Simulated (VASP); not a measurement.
Wanted: the native input for a VASP 6.6.1 run.

```
Task                   : single point
Functional             : PBEsol
Potentials or basis    : VASP PAW PBE potentials, release 64 (Te, Mo_sv)
Cutoff                 : 520 eV
k mesh                 : 9 × 9 × 2
Occupations            : gaussian, width 0.02 eV
Spin                   : no spin polarisation
Dipole correction      : no
Further INCAR settings : ALGO = Normal; EDIFF = 1e-06; NBANDS = 20
```

The structure of Te2Mo lies in POSCAR:

```
Te2Mo
1.0
    3.6886148093      0.0000000000      0.0000000000
   -1.8443074046      3.1944341296      0.0000000000
    0.0000000000      0.0000000000     18.4188362123
Te Mo
2 1
Direct
    0.3333333300      0.6666666700      0.8803831145
    0.3333333300      0.6666666700      0.1196168855
    0.0000000000      0.0000000000      0.0000000000
```

This cell differs from its parent crystal: strained and its atoms moved.

These files were run (other wordings do the same):

INCAR

```
SYSTEM = Te2Mo
ALGO = Normal
EDIFF = 1E-6
ENCUT = 520
GGA = PS
ISIF = 2
ISMEAR = 0
LASPH = .TRUE.
LCHARG = .FALSE.
LREAL = .FALSE.
LWAVE = .FALSE.
NBANDS = 20
NELM = 80
PREC = Accurate
SIGMA = 0.02
```

KPOINTS

```
k-points
0
G
  9 9 2
  0 0 0
```

Potentials or basis: VASP PAW PBE potentials, release 64 (Te, Mo_sv).

The run is started by

```console
$ cat potpaw_PBE.64/Te/POTCAR potpaw_PBE.64/Mo_sv/POTCAR > POTCAR
$ mpirun -np 1 vasp_std > vasp.out
```

It gave:

* Largest force: 3.405 eV/Å
* Band gap on the k mesh: 0.54 eV (least direct gap 0.79 eV)

Caveat: the cell differs from its parent crystal (strained and its atoms moved); there is no dipole correction, which matters where the two faces differ; the PAW data sets were made with another functional, which shifts forces and pressure a little; spin-orbit coupling is left out, which moves the levels of the heavy elements.

Run time: 2.6 min on 1 thread of AMD EPYC 7R13 Processor (Zen 3), on a shared host, peak memory 0.33 GiB.
